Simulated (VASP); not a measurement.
# Ge (P6_3/mmc) in VASP: a series of runs

Ge is run at these levels: PBEsol; tasks: relaxation of cell and atoms.

All numbers are computed with VASP 6.6.1; they aren't measurements. Logs are shortened: lines on timing, memory, paths and dates and some standing lists are left out, and cuts for length are marked.

## 1. The cell of the first run

Symmetry: P6_3/mmc, No. 194, hexagonal system. The conventional cell has a = 3.998 Å, b = 3.998 Å, c = 6.599 Å, α = 90.00°, β = 90.00°, γ = 120.00°. Within 3.2 Å of Ge (site symmetry 3m) lie 4 Ge at 2.45 to 2.47 Å.

## 2. Relaxation of cell and atoms, PBEsol, target pressure 5 GPa, at which the enthalpy is minimised

Contents of INCAR:

```
PREC = Accurate ; ENCUT = 600
EDIFF = 1E-6 ; ISMEAR = -1
SIGMA = 0.1 ; LREAL = False
LASPH = True ; NELM = 60
ALGO = Normal ; ISIF = 3
LWAVE = False ; LCHARG = False
GGA = PS ; IBRION = 2
NSW = 80 ; EDIFFG = -0.005
PSTRESS = 50.0
```

Contents of KPOINTS:

```
regular mesh
0
Gamma
  7 7 4
```

Contents of POSCAR:

```
Ge
1.0
    3.9975900000      0.0000000000      0.0000000000
   -1.9987900000      3.4620100000      0.0000000000
    0.0000000000      0.0000000000      6.5993800000
Ge
4
Direct
    0.6666666667      0.3333333333      0.0629000000
    0.3333333333      0.6666666667      0.5629000000
    0.6666666667      0.3333333333      0.4371000000
    0.3333333333      0.6666666667      0.9371000000
```

Potentials or basis: VASP PAW PBE potentials, release 64 (Ge_d).

The run is started by

```console
> cat potpaw_PBE.64/Ge_d/POTCAR > POTCAR
> mpirun -np 1 vasp_std > vasp.out
```

OUTCAR:

```text
PREC = Accurate
   ENCUT = 600
   EDIFF = 1E-6
   ISMEAR = -1
   LREAL = False
   LASPH = True
   NELM = 60
   ISIF = 3
   GGA = PS
   IBRION = 2
   NSW = 80
   EDIFFG = -0.005
   PSTRESS = 50.0

 ion  position               nearest neighbor table
   1  0.667  0.333  0.063-   4 2.45   4 2.45   4 2.45   3 2.47
   2  0.333  0.667  0.563-   3 2.45   3 2.45   3 2.45   4 2.47
   3  0.667  0.333  0.437-   2 2.45   2 2.45   2 2.45   1 2.47
   4  0.333  0.667  0.937-   1 2.45   1 2.45   1 2.45   2 2.47

  LATTYP: Found a hexagonal cell.
 ALAT       =     3.9975900000
 C/A-ratio  =     1.6508396309

  Lattice vectors:

 A1 = (   3.9975900000,   0.0000000000,   0.0000000000)
 A2 = (  -1.9987900000,   3.4620100000,   0.0000000000)
 A3 = (   0.0000000000,   0.0000000000,   6.5993800000)

Analysis of symmetry for initial positions (statically):
=====================================================================
 Subroutine PRICEL returns:
 Original cell was already a primitive cell.

 Routine SETGRP: Setting up the symmetry group for a
 hexagonal supercell.

 Subroutine GETGRP returns: Found 24 space group operations
 (whereof 12 operations were pure point group operations)
 out of a pool of 24 trial point group operations.

The static configuration has the point symmetry D_3d.
 The point group associated with its full space group is D_6h.

Analysis of symmetry for dynamics (positions and initial velocities):
=====================================================================
 Subroutine PRICEL returns:
 Original cell was already a primitive cell.

 Routine SETGRP: Setting up the symmetry group for a
 hexagonal supercell.

 Subroutine GETGRP returns: Found 24 space group operations
 (whereof 12 operations were pure point group operations)
 out of a pool of 24 trial point group operations.

The dynamic configuration has the point symmetry D_3d.
 The point group associated with its full space group is D_6h.

 Subroutine INISYM returns: Found 24 space group operations
 (whereof 12 operations are pure point group operations),
 and found     1 'primitive' translations

----------------------------------------------------------------------------------------

                                     Primitive cell

  volume of cell :      91.3334

  direct lattice vectors                    reciprocal lattice vectors
     3.997590000  0.000000000  0.000000000     0.250150716  0.144424409  0.000000000
    -1.998790000  3.462010000  0.000000000     0.000000000  0.288849541  0.000000000
     0.000000000  0.000000000  6.599380000     0.000000000  0.000000000  0.151529386

  length of vectors
     3.997590000  3.997583608  6.599380000     0.288849079  0.288849541  0.151529386

  position of ions in fractional coordinates (direct lattice)
     0.666666667  0.333333333  0.062900000
     0.333333333  0.666666667  0.562900000
     0.666666667  0.333333333  0.437100000
     0.333333333  0.666666667  0.937100000

  ion indices of the primitive-cell ions
   primitive index   ion index
                 1           1
                 2           2
                 3           3
                 4           4

----------------------------------------------------------------------------------------

 KPOINTS: regular mesh

Automatic generation of k-mesh.
 Grid dimensions read from file:
 generate k-points for:    7    7    4

 Generating k-lattice:

  Cartesian coordinates                     Fractional coordinates (reciprocal lattice)
     0.035735817  0.020632058  0.000000000     0.142857143 -0.000000000  0.000000000
     0.000000000  0.041264220  0.000000000     0.000000000  0.142857143  0.000000000
     0.000000000  0.000000000  0.037882347     0.000000000  0.000000000  0.250000000

  Length of vectors
     0.041264154  0.041264220  0.037882347

  Shift w.r.t. Gamma in fractional coordinates (k-lattice)
     0.000000000  0.000000000  0.000000000

 Subroutine IBZKPT returns following result:
 ===========================================

 Found     24 irreducible k-points:

 Following reciprocal coordinates:
            Coordinates               Weight
  0.000000  0.000000  0.000000      1.000000
  0.142857  0.000000  0.000000      6.000000
  0.285714  0.000000  0.000000      6.000000
  0.428571  0.000000  0.000000      6.000000
  0.142857  0.142857  0.000000      6.000000
  0.285714  0.142857  0.000000     12.000000
[... 16 lines left out ...]
  0.428571  0.142857  0.500000      6.000000
  0.285714  0.285714  0.500000      6.000000
   k-points           NKPTS =     24   k-points in BZ     NKDIM =     24   number of bands    NBANDS=     33
   number of dos      NEDOS =    301   number of ions     NIONS =      4
   total plane-waves  NPLWV =  55296
   dimension x,y,z NGX =    32 NGY =   32 NGZ =   54
   dimension x,y,z NGXF=    64 NGYF=   64 NGZF=  108
   ions per type =               4
   NGX,Y,Z   is equivalent  to a cutoff of  13.31, 13.31, 13.60 a.u.
   NGXF,Y,Z  is equivalent  to a cutoff of  26.62, 26.62, 27.21 a.u.
 SYSTEM =  unknown system
   PREC   = accura    normal or accurate (medium, high low for compatibility)
   ISTART =      0    job   : 0-new  1-cont  2-samecut
   ICHARG =      2    charge: 1-file 2-atom 10-const
   ISPIN  =      1    spin polarized calculation?
   LNONCOLLINEAR =      F non collinear calculations
   LSORBIT =      F    spin-orbit coupling
   LASPH  =      T    aspherical Exc in radial PAW
   ENCUT  =  600.0 eV  44.10 Ry    6.64 a.u.   7.98  7.98 13.18*2*pi/ulx,y,z
   NELM   =     60;   NELMIN=  2; NELMDL= -5     # of ELM steps
   EDIFF  = 0.1E-05   stopping-criterion for ELM
   LREAL  =      F    real-space projection
   EDIFFG = -.5E-02   stopping-criterion for IOM
   NSW    =     80    number of steps for IOM
   IBRION =      2    ionic relax: 0-MD 1-quasi-New 2-CG
   NFREE  =      1    steps in history (QN), initial steepest desc. (CG)
   ISIF   =      3    stress and relaxation
   ISYM   =      2    0-nonsym 1-usesym 2-fastsym
   POTIM  = 0.5000    time-step for ionic-motion
   TEBEG  =    0.0;   TEEND  =   0.0 temperature during run
   PSTRESS=   50.0 pullay stress
   NELECT =      56.0000    total number of electrons
   NUPDOWN=      -1.0000    fix difference up-down
   EMIN   =  10.00;   EMAX   =-10.00  energy-range for DOS
   EFERMI =   0.00;   METHOD = LEGACY
   ISMEAR =    -1;   SIGMA  =   0.10  broadening in eV -4-tet -1-fermi 0-gaus
   EFERMI_NEDOS =   21; number of points for ismear=-14 and -15
   IALGO  =     38    algorithm
   IMIX   =      4    mixing-type and parameters
     AMIX     =   0.40;   BMIX     =  1.00
     AMIX_MAG =   1.60;   BMIX_MAG =  1.00
  volume/ion in A,a.u.               =      22.83       154.09
  Fermi-wavevector in a.u.,A,eV,Ry     =   1.390788  2.628208 26.317631  1.934291
  Thomas-Fermi vector in A             =   2.514689
   LORBIT       =      0    0 simple, 1 ext, 2 COOP (PROOUT), +10 PAW based schemes
   GGA     = PS    functional components
   LHFCALC =     F    Hartree Fock is set to
   AEXX    =    0.0000 exact exchange contribution
   IVDW    =     0    specifies the selected vdW correction
   LEPSILON=     F    determine dielectric tensor
   LRPA    =     F    only Hartree local field effects (RPA)
 conjugate gradient relaxation of ions
 non-spin polarized calculation
  energy-cutoff  :      600.00
  volume of cell :       91.33
 maximum number of plane-waves:      3064
 NGX is ok and might be reduce to    32
   NGX = 15   NGY = 15   NGZ = 27

--------------------------------------- Ionic step        1  -------------------------------------------

 number of electron      55.9999986 magnetization

 Free energy of the ion-electron system (eV)
  ---------------------------------------------------
  ext. energy  EPLUGINS =         0.00000000
  ---------------------------------------------------
  free energy    TOTEN  =       -19.67053425 eV

  energy without entropy =      -19.66148805  energy(sigma->0) =      -19.66601115

------------------------ aborting loop because EDIFF is reached ----------------------------------------

  FORCE on cell =-STRESS in cart. coord.  units (eV):
  Direction    XX          YY          ZZ          XY          YZ          ZX
  --------------------------------------------------------------------------------------
  -------------------------------------------------------------------------------------
  Total        0.0408450      0.0408449     -0.2342955      0.0000001      0.0000000      0.0000000
  in kB        0.7165055      0.7165036     -4.1100284      0.0000010      0.0000000      0.0000000
  external PRESSURE =     -50.8923398 kB  Pullay stress =      50.0000000 kB
[... 99 lines left out ...]
  FREE ENERGIE OF THE ION-ELECTRON SYSTEM (eV)
  ---------------------------------------------------
  free  energy   TOTEN  =       -19.5883828218 eV

  energy  without entropy=      -19.5799899131  energy(sigma->0) =      -19.58418637

  enthalpy is  TOTEN    =       -16.9181621698 eV   P V=        2.6702206519

[... ionic steps 4 to 7 ...]

--------------------------------------- Ionic step        8  -------------------------------------------

 number of electron      56.0000015 magnetization

------------------------ aborting loop because EDIFF is reached ----------------------------------------

  FORCE on cell =-STRESS in cart. coord.  units (eV):
  Direction    XX          YY          ZZ          XY          YZ          ZX
  --------------------------------------------------------------------------------------
  -------------------------------------------------------------------------------------
  Total        2.6365433      2.6365363      2.6392198      0.0000039      0.0000000      0.0000000
  in kB       49.3597978     49.3596660     49.4099041      0.0000733      0.0000000      0.0000000
  external PRESSURE =      -0.6235440 kB  Pullay stress =      50.0000000 kB
[... 65 lines left out ...]
  enthalpy is  TOTEN    =       -16.9181614010 eV   P V=        2.6703885583

--------------------------------------- Ionic step       10  -------------------------------------------

 number of electron      56.0000015 magnetization

 Free energy of the ion-electron system (eV)
  ---------------------------------------------------
  ext. energy  EPLUGINS =         0.00000000
  ---------------------------------------------------
  free energy    TOTEN  =       -19.58819774 eV

  energy without entropy =      -19.57980356  energy(sigma->0) =      -19.58400065

 E-fermi :   5.5520     XC(G=0): -10.3960

 val. band max:        5.5027692239   @ k =   0.0000   0.0000   0.0000
 cond. band min:       5.6242432990   @ k =   0.0000   0.0000   0.0000
 fundamental gap:      0.1214740752
 Fermi energy:         5.5519765700

 k-point     1 :       0.0000    0.0000    0.0000
  band No.  band energies     occupation
      1     -19.4685      2.00000
      2     -19.4685      2.00000
      3     -19.4260      2.00000
      4     -19.4221      2.00000
      5     -19.4221      2.00000
      6     -19.4108      2.00000
[... 884 lines left out ...]
  FREE ENERGIE OF THE ION-ELECTRON SYSTEM (eV)
  ---------------------------------------------------
  free  energy   TOTEN  =       -19.5881977428 eV

  energy  without entropy=      -19.5798035597  energy(sigma->0) =      -19.58400065

  enthalpy is  TOTEN    =       -16.9181630103 eV   P V=        2.6700347325

 reached required accuracy - stopping structural energy minimisation
```

Wall time 5.5 min (1 thread of Intel Xeon Platinum 8488C (Sapphire Rapids), shared host); peak memory 0.26 GiB.

What came out:

- Free energy: -19.5882 eV
- Relaxed volume: 21.39 Å³/atom
- Relaxed cell: a = 3.914 Å, b = 3.914 Å, c = 6.448 Å, α = 90.00°, β = 90.00°, γ = 120.00°
- Space group after relaxing (to 0.05 Å): P6_3/mmc (No. 194)
- Energy change on relaxing (the enthalpy is what falls): +20.6 meV/atom
- Ionic steps: 10
- Pressure after relaxing: 5.0 GPa
- Band gap on the k mesh: zero (filled and empty bands touch)

Step by step:
```tsv
step	energy change (eV)	largest force (eV/Å)	pressure (GPa)	volume (Å³)
1	0.0000	0.0015	-0.09	91.33
2	0.2338	0.0001	9.10	82.08
3	0.0822	0.0023	4.95	85.56
4	0.0857	0.0023	5.19	85.45
5	0.0768	0.0021	4.78	85.74
6	0.0827	0.0032	5.12	85.55
7	0.0805	0.0005	4.87	85.62
8	0.0816	0.0021	4.94	85.58
9	0.0820	0.0019	4.96	85.57
10	0.0823	0.0019	4.99	85.56
```

Final structure:
```xyz
4
Lattice="3.9142 0.0000 0.0000 -1.9571 3.3898 0.0000 0.0000 0.0000 6.4482" Properties=species:S:1:pos:R:3 pbc="T T T"
Ge    1.9571    1.1299    0.4057
Ge    0.0000    2.2599    3.6298
Ge    1.9571    1.1299    2.8184
Ge    0.0000    2.2599    6.0425
```

Caveat: the cell is relaxed towards a set pressure, so the enthalpy falls and the energy may rise; the PAW data sets were made with another functional, which shifts forces and pressure a little.

(Continued in part 2 of 2.)
